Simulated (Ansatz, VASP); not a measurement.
**Two plane-wave programs on BiTe**

INCAR

```
ALGO     = Normal         # electronic algorithm
EDIFF    = 1E-8           # SCF threshold, eV
ENCUT    = 520            # plane-wave cutoff, eV
GGA      = PE             # functional
ISIF     = 2              # what is computed and relaxed
ISMEAR   = -1             # smearing method
LASPH    = True           # aspherical terms in the spheres
LCHARG   = False          # write CHGCAR
LEFG     = True         
LREAL    = False          # projectors in reciprocal space
LWAVE    = False          # write WAVECAR
NBANDS   = 18             # bands
NELM     = 100            # most SCF steps
PREC     = Accurate       # precision mode
SIGMA    = 0.08           # smearing width, eV
```

KPOINTS

```
k-points
0
Gamma
  10 10 10
```

POSCAR

```
BiTe
1.0
    0.0000000000      3.1912784242      3.1912784242
    3.1912784242      0.0000000000      3.1912784242
    3.1912784242      3.1912784242      0.0000000000
Bi Te
1 1
Direct
    0.0000000000      0.0000000000      0.0000000000
    0.5000000000      0.5000000000      0.5000000000
```

Input for Ansatz:

```yaml
crystal:
  lattice:
    - [0.0, 3.1912784242, 3.1912784242]
    - [3.1912784242, 0.0, 3.1912784242]
    - [3.1912784242, 3.1912784242, 0.0]
  atoms:
    - { symbol: Bi, position: [0.0, 0.0, 0.0] }
    - { symbol: Te, position: [0.5, 0.5, 0.5] }
kpoints:
  mp_grid: { grid: [10, 10, 10] }
scf:
  occupations: { method: fermi_dirac, width: 0.08 }
hamiltonian:
  xc: pbe
  pseudopotentials: { kind: paw }
output:
  forces: true
  stress: true
  eigenvalues: true
  efg: { contact_densities: true }
```

Change from the starting cell: volume scaled by 0.96, PAW files.

Alike in both runs: task electric field gradients; functional PBE; k mesh 10 × 10 × 10; occupations fermi-dirac, width 0.08 eV; no spin polarisation.

```csv
,VASP,Ansatz
version,VASP 6.6.1,Ansatz 0.2.0
potentials or method,"VASP PAW PBE potentials, release 64 (Bi_d, Te)","PAW with Ansatz's default frozen-core files, scalar-relativistic"
plane-wave cutoff (eV),520,420
valence electrons in the cell,21,31
```

Ansatz gave:

```
pressure (GPa) : 3.1
```

Estimate VASP's values.

pressure (GPa): 3.0.

VASP's potentials hold 21 valence electrons a cell and Ansatz's 31, so a difference there can come from the potentials and not from the codes.

Neither program's run includes spin-orbit coupling.
